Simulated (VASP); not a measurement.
A run of VASP 6.6.1 is set up as follows.

The input INCAR:

```
PREC = Accurate ; ENCUT = 520
EDIFF = 1E-8 ; ISMEAR = -1
SIGMA = 0.01 ; LREAL = Auto
LASPH = T ; NELM = 150
ALGO = Normal ; ISIF = 2
LWAVE = F ; LCHARG = F
ISPIN = 2 ; MAGMOM = 0 0 0 0 0 0 0 0 0 0 0 0 0 0 0 0 0 0 0 0 0 0 0 0
LORBIT = 11 ; LMAXMIX = 4
GGA = PE ; LEFG = T
NELECT = 170.0 ; NBANDS = 106
```

File KPOINTS:

```
Automatic mesh
0
Gamma
  3 3 3
```

File POSCAR:

```
Hf7BO16
1.0
    0.0000000000      5.1150000000      5.1150000000
    5.1150000000      0.0000000000      5.1150000000
    5.1150000000      5.1150000000      0.0000000000
B Hf O
1 7 16
Direct
    0.0000000000      0.0000000000      0.0000000000
    0.0000000000      0.0000000000      0.5000000000
    0.0000000000      0.5000000000      0.0000000000
    0.0000000000      0.5000000000      0.5000000000
    0.5000000000      0.0000000000      0.0000000000
    0.5000000000      0.0000000000      0.5000000000
    0.5000000000      0.5000000000      0.0000000000
    0.5000000000      0.5000000000      0.5000000000
    0.1250000000      0.1250000000      0.1250000000
    0.1250000000      0.1250000000      0.6250000000
    0.1250000000      0.6250000000      0.1250000000
    0.1250000000      0.6250000000      0.6250000000
    0.6250000000      0.1250000000      0.1250000000
    0.6250000000      0.1250000000      0.6250000000
    0.6250000000      0.6250000000      0.1250000000
    0.6250000000      0.6250000000      0.6250000000
    0.3750000000      0.3750000000      0.3750000000
    0.3750000000      0.3750000000      0.8750000000
    0.3750000000      0.8750000000      0.3750000000
    0.3750000000      0.8750000000      0.8750000000
    0.8750000000      0.3750000000      0.3750000000
    0.8750000000      0.3750000000      0.8750000000
    0.8750000000      0.8750000000      0.3750000000
    0.8750000000      0.8750000000      0.8750000000
```

Potentials or basis: VASP PAW PBE potentials, release 64 (B, Hf_pv, O).

Launch:

```sh
$ cat potpaw_PBE.64/B/POTCAR potpaw_PBE.64/Hf_pv/POTCAR potpaw_PBE.64/O/POTCAR > POTCAR
$ mpirun -np 1 vasp_std > vasp.out
```

**Question.** Estimate the largest force.

**Answer.** 0.242 eV/Å.

**Question.** What does it give for the net moment?

**Answer.** 0.00 μB per cell.

Electric field gradients, principal values (V/Å²):
| atom | least | middle | greatest (by size) |
| --- | --- | --- | --- |
| 1 B | 0.000 | 0.000 | 0.001 |
| 2 Hf | 8.272 | 36.392 | -44.663 |
| 3 Hf | 8.272 | 36.392 | -44.663 |
| 4 Hf | 8.272 | 36.391 | -44.662 |
| 5 Hf | 8.272 | 36.392 | -44.663 |
| 6 Hf | 8.272 | 36.391 | -44.662 |
| 7 Hf | 8.272 | 36.391 | -44.662 |
| 8 Hf | 0.000 | 0.000 | -0.001 |
| 9 O | -22.095 | -22.095 | 44.189 |
| 10 O | -22.089 | -22.095 | 44.184 |
| 11 O | -22.089 | -22.095 | 44.184 |
| 12 O | -3.708 | -3.713 | 7.421 |
| 13 O | -22.089 | -22.095 | 44.184 |
| 14 O | -3.708 | -3.713 | 7.421 |
| 15 O | -3.708 | -3.713 | 7.421 |
| 16 O | -3.713 | -3.713 | 7.427 |
| 17 O | -3.713 | -3.713 | 7.427 |
| 18 O | -3.708 | -3.713 | 7.421 |
| 19 O | -3.708 | -3.713 | 7.421 |
| 20 O | -22.089 | -22.095 | 44.184 |
| 21 O | -3.708 | -3.713 | 7.421 |
| 22 O | -22.089 | -22.095 | 44.184 |
| 23 O | -22.089 | -22.095 | 44.184 |
| 24 O | -22.095 | -22.095 | 44.189 |

Caveat: the cell carries a net charge on a neutralising background, which shifts energy and pressure; without QUAD_EFG the Cq values of the log hold for a quadrupole moment of 1 mb, not for the nuclei.
